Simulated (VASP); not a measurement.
Wanted: the native input for a VASP 6.6.1 run.

```
Task                   : relaxation of cell and atoms
Functional             : PBE
Potentials or basis    : VASP PAW PBE potentials, release 64 (Al, H, Cl)
Cutoff                 : 600 eV
k mesh                 : 6 × 4 × 4
Occupations            : gaussian, width 0.1 eV
Spin                   : no spin polarisation
Dipole correction      : no
Further INCAR settings : ALGO = Normal; EDIFF = 1e-07; IBRION = 2; EDIFFG = -0.04; NSW = 90; ISIF = 3
```

The structure of Al2HCl lies in POSCAR:

```
Al2HCl
1.0
    2.9182018300      0.0000000000      0.0000000000
    0.0000000000      4.5232128300      0.0000000000
    0.0000000000      0.0000000000      5.0544738300
Al H Cl
4 2 2
Direct
    0.0000000000      0.7500000000      0.7500000000
    0.5000000000      0.7500000000      0.2500000000
    0.0000000000      0.2500000000      0.7500000000
    0.5000000000      0.2500000000      0.2500000000
    0.5000000000      0.5000000000      0.9166666700
    0.0000000000      0.0000000000      0.0833333300
    0.0000000000      0.5000000000      0.4166666700
    0.5000000000      0.0000000000      0.5833333300
```

The input as run:

INCAR

```
ALGO     = Normal         # electronic algorithm
EDIFF    = 1E-7           # SCF threshold, eV
EDIFFG   = -0.04          # ionic threshold
ENCUT    = 600            # plane-wave cutoff, eV
GGA      = PE             # functional
IBRION   = 2              # ionic algorithm
ISIF     = 3              # what is computed and relaxed
ISMEAR   = 0              # smearing method
LASPH    = T              # aspherical terms in the spheres
LCHARG   = F              # write CHGCAR
LREAL    = F              # projectors in reciprocal space
LWAVE    = F              # write WAVECAR
NELM     = 60             # most SCF steps
NSW      = 90             # ionic steps
PREC     = Accurate       # precision mode
SIGMA    = 0.1            # smearing width, eV
```

KPOINTS

```
k-points
0
Gamma
  6 4 4
```

Potentials or basis: VASP PAW PBE potentials, release 64 (Al, H, Cl).

Command:

```console
$ cat potpaw_PBE.64/Al/POTCAR potpaw_PBE.64/H/POTCAR potpaw_PBE.64/Cl/POTCAR > POTCAR
$ mpirun -np 1 vasp_std > vasp.out
```

Results of the run:

```json
{
  "Relaxed volume": "17.86 Å³/atom",
  "Relaxed cell": "a = 3.440 Å, b = 5.317 Å, c = 7.810 Å, α = 90.00°, β = 90.00°, γ = 90.00°",
  "Space group after relaxing (to 0.1 Å)": "Pmmn (No. 59)",
  "Energy gained by relaxing": "2807.0 meV/atom",
  "Ionic steps": "71",
  "Pressure after relaxing": "0.0 GPa",
  "Largest force after relaxing": "0.033 eV/Å",
  "Band gap on the k mesh": "zero (bands 14 and 15 overlap by 2.80 eV)"
}
```

Caveat: the volume moved by over 15 % at a fixed basis, so the end points are rough.

Wall time 46 min on 1 thread of Oxide Virtual Turin-like Processor, with other jobs on the host, peak memory 0.17 GiB.
